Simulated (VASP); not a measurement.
# CdS (NiAs type) (P6_3/mmc) in VASP: further runs, part 2 of 2

VASP 6.6.1.

**3. Single point, PBE**

This run uses another cell than the first one, of 13.04 Å³/atom, 1.014 times its volume.

File INCAR:

```
SYSTEM = CdS
PREC = Accurate
ENCUT = 540
EDIFF = 1E-6
ISMEAR = -1
SIGMA = 0.08
LREAL = .FALSE.
LASPH = .TRUE.
NELM = 120
ALGO = Normal
ISIF = 2
LWAVE = .FALSE.
LCHARG = .TRUE.
GGA = PE
LELF = .TRUE.
LVHAR = .TRUE.
NBANDS = 34
GGA_COMPAT = .FALSE.
```

File KPOINTS:

```
regular mesh
0
G
  11 11 6
  0 0 0
```

File POSCAR:

```
CdS
1.0
    3.1654100330      0.0000000000      0.0000000000
   -1.5827050165      2.7413255020      0.0000000000
    0.0000000000      0.0000000000      6.0123471007
Cd S
2 2
Direct
    0.0000000000      0.0000000000      0.0000000000
    0.0000000000      0.0000000000      0.5000000000
    0.3333333333      0.6666666667      0.2500000000
    0.6666666667      0.3333333333      0.7500000000
```

Potentials or basis: VASP PAW PBE potentials, release 64 (Cd_sv_GW, S).

The run is started by

```console
$ cat potpaw_PBE.64/Cd_sv_GW/POTCAR potpaw_PBE.64/S/POTCAR > POTCAR
$ mpirun -np 1 vasp_std > vasp.out
```

OUTCAR:

```text
SYSTEM = CdS
   PREC = Accurate
   ENCUT = 540
   EDIFF = 1E-6
   ISMEAR = -1
   LREAL = .FALSE.
   LASPH = .TRUE.
   NELM = 120
   ISIF = 2
   GGA = PE

 ion  position               nearest neighbor table
   1  0.000  0.000  0.000-   3 2.37   4 2.37   4 2.37   3 2.37   4 2.37   3 2.37
   2  0.000  0.000  0.500-   3 2.37   4 2.37   4 2.37   3 2.37   4 2.37   3 2.37
   3  0.333  0.667  0.250-   1 2.37   2 2.37   1 2.37   2 2.37   1 2.37   2 2.37
   4  0.667  0.333  0.750-   1 2.37   2 2.37   1 2.37   2 2.37   1 2.37   2 2.37

  LATTYP: Found a hexagonal cell.
 ALAT       =     3.1654100330
 C/A-ratio  =     1.8993896645

  Lattice vectors:

 A1 = (   3.1654100330,   0.0000000000,   0.0000000000)
 A2 = (  -1.5827050165,   2.7413255020,   0.0000000000)
 A3 = (   0.0000000000,   0.0000000000,   6.0123471007)

Analysis of symmetry for initial positions (statically):
=====================================================================
 Subroutine PRICEL returns:
 Original cell was already a primitive cell.

 Routine SETGRP: Setting up the symmetry group for a
 hexagonal supercell.

 Subroutine GETGRP returns: Found 24 space group operations
 (whereof 12 operations were pure point group operations)
 out of a pool of 24 trial point group operations.

The static configuration has the point symmetry D_3d.
 The point group associated with its full space group is D_6h.

Analysis of symmetry for dynamics (positions and initial velocities):
=====================================================================
 Subroutine PRICEL returns:
 Original cell was already a primitive cell.

 Routine SETGRP: Setting up the symmetry group for a
 hexagonal supercell.

 Subroutine GETGRP returns: Found 24 space group operations
 (whereof 12 operations were pure point group operations)
 out of a pool of 24 trial point group operations.

The dynamic configuration has the point symmetry D_3d.
 The point group associated with its full space group is D_6h.

 Subroutine INISYM returns: Found 24 space group operations
 (whereof 12 operations are pure point group operations),
 and found     1 'primitive' translations

----------------------------------------------------------------------------------------

                                     Primitive cell

  volume of cell :      52.1717

  direct lattice vectors                    reciprocal lattice vectors
     3.165410033  0.000000000  0.000000000     0.315914839  0.182393517  0.000000000
    -1.582705017  2.741325502  0.000000000     0.000000000  0.364787034  0.000000000
     0.000000000  0.000000000  6.012347101     0.000000000  0.000000000  0.166324396

  length of vectors
     3.165410033  3.165410033  6.012347101     0.364787034  0.364787034  0.166324396

  position of ions in fractional coordinates (direct lattice)
     0.000000000  0.000000000  0.000000000
     0.000000000  0.000000000  0.500000000
     0.333333333  0.666666667  0.250000000
     0.666666667  0.333333333  0.750000000

  ion indices of the primitive-cell ions
   primitive index   ion index
                 1           1
                 2           2
                 3           3
                 4           4

----------------------------------------------------------------------------------------

 KPOINTS: regular mesh

Automatic generation of k-mesh.
 Grid dimensions read from file:
 generate k-points for:   11   11    6

 Generating k-lattice:

  Cartesian coordinates                     Fractional coordinates (reciprocal lattice)
     0.028719531  0.016581229  0.000000000     0.090909091  0.000000000  0.000000000
     0.000000000  0.033162458  0.000000000     0.000000000  0.090909091  0.000000000
     0.000000000  0.000000000  0.027720733     0.000000000  0.000000000  0.166666667

  Length of vectors
     0.033162458  0.033162458  0.027720733

  Shift w.r.t. Gamma in fractional coordinates (k-lattice)
     0.000000000  0.000000000  0.000000000

 Subroutine IBZKPT returns following result:
 ===========================================

 Found     64 irreducible k-points:

 Following reciprocal coordinates:
            Coordinates               Weight
  0.000000  0.000000  0.000000      1.000000
  0.090909  0.000000  0.000000      6.000000
  0.181818 -0.000000  0.000000      6.000000
  0.272727  0.000000  0.000000      6.000000
  0.363636  0.000000  0.000000      6.000000
  0.454545  0.000000  0.000000      6.000000
[... 16 lines left out ...]
  0.090909  0.090909  0.166667     12.000000
  0.181818  0.090909  0.166667     24.000000
 [... further k-points ...]
   k-points           NKPTS =     64   k-points in BZ     NKDIM =     64   number of bands    NBANDS=     34
   number of dos      NEDOS =    301   number of ions     NIONS =      4
   total plane-waves  NPLWV =  27648
   dimension x,y,z NGX =    24 NGY =   24 NGZ =   48
   dimension x,y,z NGXF=    48 NGYF=   48 NGZF=   96
   ions per type =               2   2
   NGX,Y,Z   is equivalent  to a cutoff of  12.60, 12.60, 13.27 a.u.
   NGXF,Y,Z  is equivalent  to a cutoff of  25.21, 25.21, 26.54 a.u.
 SYSTEM =  CdS
   PREC   = accura    normal or accurate (medium, high low for compatibility)
   ISTART =      0    job   : 0-new  1-cont  2-samecut
   ICHARG =      2    charge: 1-file 2-atom 10-const
   ISPIN  =      1    spin polarized calculation?
   LNONCOLLINEAR =      F non collinear calculations
   LSORBIT =      F    spin-orbit coupling
   LASPH  =      T    aspherical Exc in radial PAW
   ENCUT  =  540.0 eV  39.69 Ry    6.30 a.u.   6.00  6.00 11.39*2*pi/ulx,y,z
   NELM   =    120;   NELMIN=  2; NELMDL= -5     # of ELM steps
   EDIFF  = 0.1E-05   stopping-criterion for ELM
   LREAL  =      F    real-space projection
   EDIFFG = 0.1E-04   stopping-criterion for IOM
   NSW    =      0    number of steps for IOM
   IBRION =     -1    ionic relax: 0-MD 1-quasi-New 2-CG
   NFREE  =      0    steps in history (QN), initial steepest desc. (CG)
   ISIF   =      2    stress and relaxation
   ISYM   =      2    0-nonsym 1-usesym 2-fastsym
   POTIM  = 0.5000    time-step for ionic-motion
   TEBEG  =    0.0;   TEEND  =   0.0 temperature during run
   PSTRESS=    0.0 pullay stress
   NELECT =      52.0000    total number of electrons
   NUPDOWN=      -1.0000    fix difference up-down
   EMIN   =  10.00;   EMAX   =-10.00  energy-range for DOS
   EFERMI =   0.00;   METHOD = LEGACY
   ISMEAR =    -1;   SIGMA  =   0.08  broadening in eV -4-tet -1-fermi 0-gaus
   EFERMI_NEDOS =   21; number of points for ismear=-14 and -15
   IALGO  =     38    algorithm
   IMIX   =      4    mixing-type and parameters
     AMIX     =   0.40;   BMIX     =  1.00
     AMIX_MAG =   1.60;   BMIX_MAG =  1.00
  volume/ion in A,a.u.               =      13.04        88.02
  Fermi-wavevector in a.u.,A,eV,Ry     =   1.635301  3.090271 36.384833  2.674210
  Thomas-Fermi vector in A             =   2.726797
   LORBIT       =      0    0 simple, 1 ext, 2 COOP (PROOUT), +10 PAW based schemes
   GGA     = PE    functional components
   LHFCALC =     F    Hartree Fock is set to
   AEXX    =    0.0000 exact exchange contribution
   IVDW    =     0    specifies the selected vdW correction
   LEPSILON=     F    determine dielectric tensor
   LRPA    =     F    only Hartree local field effects (RPA)
 non-spin polarized calculation
  energy-cutoff  :      540.00
  volume of cell :       52.17
 maximum number of plane-waves:      1508
 NGX is ok and might be reduce to    24
   NGX = 11   NGY = 11   NGZ = 23

 number of electron      52.0000021 magnetization

 Free energy of the ion-electron system (eV)
  ---------------------------------------------------
  ext. energy  EPLUGINS =         0.00000000
  ---------------------------------------------------
  free energy    TOTEN  =        -5.21792958 eV

  energy without entropy =       -5.21398064  energy(sigma->0) =       -5.21595511

 E-fermi :  12.1939     XC(G=0): -13.0265

 val. band max:       12.1450653035   @ k =   0.0000   0.0000   0.1667
 cond. band min:      12.2742400694   @ k =   0.0000   0.0000   0.0000
 fundamental gap:      0.1291747659
 Fermi energy:        12.1938833065

 k-point     1 :       0.0000    0.0000    0.0000
  band No.  band energies     occupation
      1     -91.5320      2.00000
      2     -91.5302      2.00000
      3     -52.6439      2.00000
      4     -52.6352      2.00000
      5     -52.6352      2.00000
      6     -52.6326      2.00000
[... 26 lines left out ...]
     33      22.4252      0.00000
     34      22.5861      0.00000
[... 820 lines left out ...]
      4     -52.6447      2.00000
      5     -52.6392      2.00000
      6     -52.6389      2.00000
[... 26 lines left out ...]
     33      20.3262      0.00000
     34      21.1206      0.00000

 [... further k-points ...]
[... 5 lines left out ...]
  --------------------------------------------------------------------------------------
  -------------------------------------------------------------------------------------
  Total       31.8756397     31.8756397     31.9006667      0.0000000      0.0000000      0.0000000
  in kB      978.8921956    978.8921956    979.6607672      0.0000000      0.0000000      0.0000000
  external PRESSURE =     979.1483861 kB  Pullay stress =       0.0000000 kB

 VOLUME and BASIS-vectors are now :
 -----------------------------------------------------------------------------
  energy-cutoff  :      540.00
  volume of cell :       52.17
      direct lattice vectors                 reciprocal lattice vectors
     3.165410033  0.000000000  0.000000000     0.315914839  0.182393517  0.000000000
    -1.582705017  2.741325502  0.000000000     0.000000000  0.364787034  0.000000000
     0.000000000  0.000000000  6.012347101     0.000000000  0.000000000  0.166324396

 POSITION                                       TOTAL-FORCE (eV/Angst)
 -----------------------------------------------------------------------------------
      0.00000      0.00000      0.00000        -0.000000      0.000000      0.000000
      0.00000      0.00000      3.00617        -0.000000      0.000000      0.000000
     -0.00000      1.82755      1.50309        -0.000000      0.000000      0.000000
      1.58271      0.91378      4.50926         0.000000      0.000000     -0.000000
 -----------------------------------------------------------------------------------
    total drift:                               -0.000000      0.000000      0.000000

  FREE ENERGIE OF THE ION-ELECTRON SYSTEM (eV)
  ---------------------------------------------------
  free  energy   TOTEN  =        -5.2179295788 eV

  energy  without entropy=       -5.2139806423  energy(sigma->0) =       -5.21595511
```

stdout:

```text
POSCAR found type information on POSCAR CdS
 POSCAR found :  2 types and       4 ions
 scaLAPACK will be used
 LDA part: xc-table for (Slater+PW92), standard interpolation
 POSCAR, INCAR and KPOINTS ok, starting setup
 FFT: planning ... GRIDC
 FFT: planning ... GRID_SOFT
 FFT: planning ... GRID
 WAVECAR not read
 entering main loop
```

Wall time 85 s (1 thread of Intel Xeon Platinum 8488C (Sapphire Rapids), shared host); peak memory 0.26 GiB.

What came out:

- Free energy: -5.2179 eV
- Pressure: 97.9 GPa
- Band gap on the k mesh: zero (band 26 reaches 12.27 eV, above the bottom of band 27 at 12.02 eV)

Stress tensor (GPa, compression positive):
```
97.89  0.00  0.00
 0.00 97.89  0.00
 0.00  0.00 97.97
```
